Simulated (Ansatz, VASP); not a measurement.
InSb3: VASP beside Ansatz

File INCAR:

```
SYSTEM = InSb3
  ALGO = Normal
  EDIFF = 1E-6
  ENCUT = 520
  GGA = PS
  ISIF = 2
  ISMEAR = 0
  LASPH = .True.
  LCHARG = .False.
  LREAL = .False.
  LWAVE = .False.
  NBANDS = 22
  NELM = 80
  PREC = Accurate
  SIGMA = 0.15
```

Contents of KPOINTS:

```
k-points
0
Gamma
  10 10 10
  0 0 0
```

Contents of POSCAR:

```
InSb3
1.0
    4.8345865169      0.0000000000      0.0000000000
    0.0000000000      4.8345865169      0.0000000000
    0.0000000000      0.0000000000      4.2819932781
In Sb
1 3
Direct
    0.0000000000      0.0000000000      0.0000000000
    0.5000000000      0.0000000000      0.5000000000
    0.0000000000      0.5000000000      0.5000000000
    0.5000000000      0.5000000000      0.0000000000
```

Input for Ansatz:

```yaml
crystal:
  lattice:
    - [4.8345865169, 0.0, 0.0]
    - [0.0, 4.8345865169, 0.0]
    - [0.0, 0.0, 4.2819932781]
  atoms:
    - { symbol: In, position: [0.0, 0.0, 0.0] }
    - { symbol: Sb, position: [0.5, 0.0, 0.5] }
    - { symbol: Sb, position: [0.0, 0.5, 0.5] }
    - { symbol: Sb, position: [0.5, 0.5, 0.0] }
basis:
  ecutwfc: 420
kpoints:
  mp_grid: { grid: [10, 10, 10] }
hamiltonian:
  xc: pbesol
  pseudopotentials: { kind: paw, azcp: { folder: soft_1 } }
scf:
  occupations: { method: gaussian, width: 0.15 }
output:
  forces: true
  stress: true
  eigenvalues: true
```

Alike in both runs: task single point; functional PBEsol; k mesh 10 × 10 × 10; occupations gaussian, width 0.15 eV; no spin polarisation.

|  | VASP | Ansatz |
| --- | --- | --- |
| version | VASP 6.6.1 | Ansatz 0.2.0 |
| potentials or method | VASP PAW PBE potentials, release 64 (In_d, Sb), cutoff 520 eV | scalar-relativistic, plane waves, PAW |
| valence electrons in the cell | 28 | 58 |

```csv
,VASP,Ansatz,Ansatz less VASP
gap on the k mesh at the Fermi level (eV),none,none,-
pressure (GPa),3.6,3.6,-0.03
"traceless stress, the component that is largest in VASP (GPa)",-0.73,-0.74,-0.003
```

VASP's potentials were made for PBE, not for PBEsol, and Ansatz warns of the same on its side. A gap of «none» marks a metal or a gap that the smearing closes. VASP's potentials hold 28 valence electrons a cell and Ansatz's 58, so a difference there can come from the potentials and not from the codes.

Spin-orbit coupling is off throughout.
